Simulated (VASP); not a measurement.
Here is a VASP 6.6.1 calculation.

The input INCAR:

```
SYSTEM = Si5Ge
ALGO = Normal
EDIFF = 1E-6
EDIFFG = -0.01
ENCUT = 600
GGA = PE
IBRION = 2
ISIF = 3
ISMEAR = 0
LASPH = .TRUE.
LCHARG = .FALSE.
LREAL = .FALSE.
LWAVE = .FALSE.
NELM = 100
NSW = 100
PREC = Accurate
SIGMA = 0.1
```

Contents of KPOINTS:

```
k-points
0
G
  12 12 8
  0 0 0
```

The input POSCAR:

```
Si5Ge
1.0
    4.9521777723      0.0000000000      0.0000000000
   -2.4760888861      4.2887117548      0.0000000000
    0.0000000000      0.0000000000      4.6427590605
Si Ge
5 1
Direct
    0.3333333333      0.6666666667      0.0000000000
    0.6666666667      0.3333333333      0.0000000000
    0.5000000000      0.0000000000      0.5000000000
    0.5000000000      0.5000000000      0.5000000000
    0.0000000000      0.5000000000      0.5000000000
    0.0000000000      0.0000000000      0.0000000000
```

Potentials or basis: VASP PAW PBE potentials, release 64 (Si, Ge_d).

Run with:

```bash
$ cat potpaw_PBE.64/Si/POTCAR potpaw_PBE.64/Ge_d/POTCAR > POTCAR
$ mpirun -np 1 vasp_std > vasp.out
```

Problem. What does it give for the space group after relaxing (to 0.1 Å)?

Solution. P6/mmm (No. 191).

Problem. Estimate the band gap on the k mesh.

Solution. Zero (bands 17 and 18 overlap by 4.33 eV).

Step by step:
| step | energy change (eV) | largest force (eV/Å) | pressure (GPa) | volume (Å³) |
| --- | --- | --- | --- | --- |
| 1 | 0.0000 | 0.0000 | 0.31 | 98.61 |
| 2 | -0.0016 | 0.0000 | 0.02 | 99.06 |
| 3 | -0.0026 | 0.0000 | -0.35 | 99.65 |
| 4 | -0.0036 | 0.0000 | -0.30 | 99.67 |
| 5 | -0.0044 | 0.0000 | -0.25 | 99.70 |
| 6 | -0.0044 | 0.0000 | -0.23 | 99.71 |
| 7 | -0.0046 | 0.0000 | -0.07 | 99.52 |
